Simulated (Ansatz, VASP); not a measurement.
**One calculation of CsZn2, two programs**

```
Cs Zn
1.0
     4.52293    0.00000    0.00000
    -2.26146    3.91697    0.00000
     0.00000    0.00000    5.82914
Cs Zn
1 2
Cartesian
  0.0000 0.0000 0.0000
  0.0000 2.6113 2.9146
  2.2615 1.3057 2.9146
```

Alike in both runs: functional PBE; k mesh 6 × 6 × 6; occupations gaussian, width 0.1 eV; no spin polarisation.

Ansatz relaxed the structure, and its values are those at the end. VASP's run is a single point on that final structure, the one shown.

|  | VASP | Ansatz |
| --- | --- | --- |
| version | VASP 6.6.1 | Ansatz 0.2.0 |
| potentials or method | VASP PAW PBE potentials, release 64 (Cs_sv, Zn), cutoff 520 eV | scalar-relativistic, plane waves, PAW |
| valence electrons in the cell | 33 | 33 |

Ansatz gave:

- gap on the k mesh at the Fermi level (eV): none
- pressure (GPa): 0.2

Which values does VASP return?

gap on the k mesh at the Fermi level (eV): none; pressure (GPa): 0.3.

A gap of «none» marks a metal or a gap that the smearing closes.

Spin-orbit coupling is off throughout.
